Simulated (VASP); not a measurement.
Set up this calculation in VASP 6.6.1, as the native input.

```
Task                   : single point
Functional             : PBEsol
Potentials or basis    : VASP PAW PBE potentials, release 64 (Zr_sv, C)
Cutoff                 : 520 eV
k mesh                 : 15 × 15 × 15
Occupations            : fermi-dirac, width 0.05 eV
Spin                   : no spin polarisation
Dipole correction      : no
Further INCAR settings : ALGO = Normal; EDIFF = 1e-06; NBANDS = 15
```

The structure of ZrC lies in POSCAR:

```
ZrC
1.0
    0.0000000000      2.3502100000      2.3737121000
    2.3502100000      0.0000000000      2.3737121000
    2.3502100000      2.3502100000      0.0000000000
Zr C
1 1
Direct
    0.5000000000      0.5000000000      0.5000000000
    0.0000000000      0.0000000000      0.0000000000
```

This cell differs from its parent crystal: zz strain of +1 %.

The input as run:

INCAR

```
PREC     = Accurate       # precision mode
ENCUT    = 520            # plane-wave cutoff, eV
EDIFF    = 1E-6           # SCF threshold, eV
ISMEAR   = -1             # smearing method
SIGMA    = 0.05           # smearing width, eV
LREAL    = F              # projectors in reciprocal space
LASPH    = T              # aspherical terms in the spheres
NELM     = 80             # most SCF steps
ALGO     = Normal         # electronic algorithm
ISIF     = 2              # what is computed and relaxed
LWAVE    = F              # write WAVECAR
LCHARG   = F              # write CHGCAR
GGA      = PS             # functional
NBANDS   = 15             # bands
```

KPOINTS

```
Automatic mesh
0
Gamma
  15 15 15
```

Potentials or basis: VASP PAW PBE potentials, release 64 (Zr_sv, C).

Launch:

```console
$ cat potpaw_PBE.64/Zr_sv/POTCAR potpaw_PBE.64/C/POTCAR > POTCAR
$ mpirun -np 1 vasp_std > vasp.out
```

Results of the run:

```json
{
  "Pressure": "-6.3 GPa",
  "Band gap on the k mesh": "zero (bands 8 and 9 overlap by 1.34 eV)"
}
```

Caveat: the cell differs from its parent crystal (zz strain of +1 %); the cell stands under tension; the PAW data sets were made with another functional, which shifts forces and pressure a little.

Wall time 3.5 min on 1 thread of Intel Xeon 8259CL, on a shared host, peak memory 0.25 GiB.
